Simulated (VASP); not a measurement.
A run of VASP 6.6.1 is set up as follows.

The input INCAR:

```
SYSTEM = KTaO3
  PREC = Accurate
  ENCUT = 520
  EDIFF = 1E-7
  ISMEAR = -1
  SIGMA = 0.05
  LREAL = .FALSE.
  LASPH = .TRUE.
  NELM = 100
  ALGO = Normal
  ISIF = 2
  LWAVE = .FALSE.
  LCHARG = .FALSE.
  GGA = PS
  IVDW = 13
  NBANDS = 27
```

Contents of KPOINTS:

```
regular mesh
0
G
  7 7 7
  0 0 0
```

The input POSCAR:

```
KTaO3
1.0
    4.0665218197      0.0000000000      0.0000000000
    0.0000000000      4.0665218197      0.0000000000
    0.0000000000      0.0000000000      4.0665218197
Ta K O
1 1 3
Direct
    0.0000000000      0.0000000000      0.0000000000
    0.5000000000      0.5000000000      0.5000000000
    0.0000000000      0.0000000000      0.5000000000
    0.0000000000      0.5000000000      0.0000000000
    0.5000000000      0.0000000000      0.0000000000
```

Potentials or basis: VASP PAW PBE potentials, release 64 (Ta_pv, K_sv, O).

Launch:

```console
$ cat potpaw_PBE.64/Ta_pv/POTCAR potpaw_PBE.64/K_sv/POTCAR potpaw_PBE.64/O/POTCAR > POTCAR
$ mpirun -np 1 vasp_std > vasp.out
```

Q: Estimate the dispersion energy per atom.

A: -0.086 eV.

Q: Estimate the band gap on the k mesh.

A: 2.02 eV, indirect (least direct gap 2.60 eV).

Q: What does it give for the pressure?

A: -11.2 GPa.

Caveat: the PAW data sets were made with another functional, which shifts forces and pressure a little; spin-orbit coupling is left out, which moves the levels of the heavy elements. A k mesh can miss the band edges.
